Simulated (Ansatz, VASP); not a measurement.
MgSi in VASP and in Ansatz

File INCAR:

```
PREC = Accurate
ENCUT = 520
EDIFF = 1E-6
ISMEAR = 0
SIGMA = 0.15
LREAL = False
LASPH = True
NELM = 80
ALGO = Normal
ISIF = 2
LWAVE = False
LCHARG = False
GGA = CA
NBANDS = 10
```

KPOINTS

```
Automatic mesh
0
Gamma
  18 18 14
```

Contents of POSCAR:

```
MgSi
1.0
    3.1329724629      0.0000000000      0.0000000000
    0.0000000000      3.1329724629      0.0000000000
    0.0000000000      0.0000000000      3.5362261907
Mg Si
1 1
Direct
    0.0000000000      0.0000000000      0.0000000000
    0.5000000000      0.5000000000      0.5000000000
```

Input for Ansatz:

```yaml
crystal:
  lattice:
    - [3.1329724629, 0.0, 0.0]
    - [0.0, 3.1329724629, 0.0]
    - [0.0, 0.0, 3.5362261907]
  atoms:
    - { symbol: Mg, position: [0.0, 0.0, 0.0] }
    - { symbol: Si, position: [0.5, 0.5, 0.5] }
basis:
  ecutwfc: 420
kpoints:
  mp_grid: { grid: [18, 18, 14] }
hamiltonian:
  xc: lda
scf:
  occupations: { method: gaussian, width: 0.15 }
output:
  forces: true
  stress: true
  eigenvalues: true
```

Alike in both runs: task single point; functional LDA; k mesh 18 × 18 × 14; occupations gaussian, width 0.15 eV; no spin polarisation.

|  | VASP | Ansatz |
| --- | --- | --- |
| version | VASP 6.6.1 | Ansatz 0.2.0 |
| potentials or method | VASP PAW LDA potentials, release 64 (Mg, Si), cutoff 520 eV | scalar-relativistic, plane waves, PAW |
| valence electrons in the cell | 6 | 14 |

```tsv
	VASP	Ansatz	Ansatz less VASP
gap on the k mesh at the Fermi level (eV)	none	none	-
pressure (GPa)	-1.3	-0.9	+0.34
traceless stress, the component that is largest in VASP (GPa)	3.38	3.36	-0.021
```

LDA's correlation is that of Perdew and Zunger in VASP and of Perdew and Wang (1992) in Ansatz. A gap of «none» marks a metal or a gap that the smearing closes. VASP's potentials hold 6 valence electrons a cell and Ansatz's 14, so a difference there can come from the potentials and not from the codes.
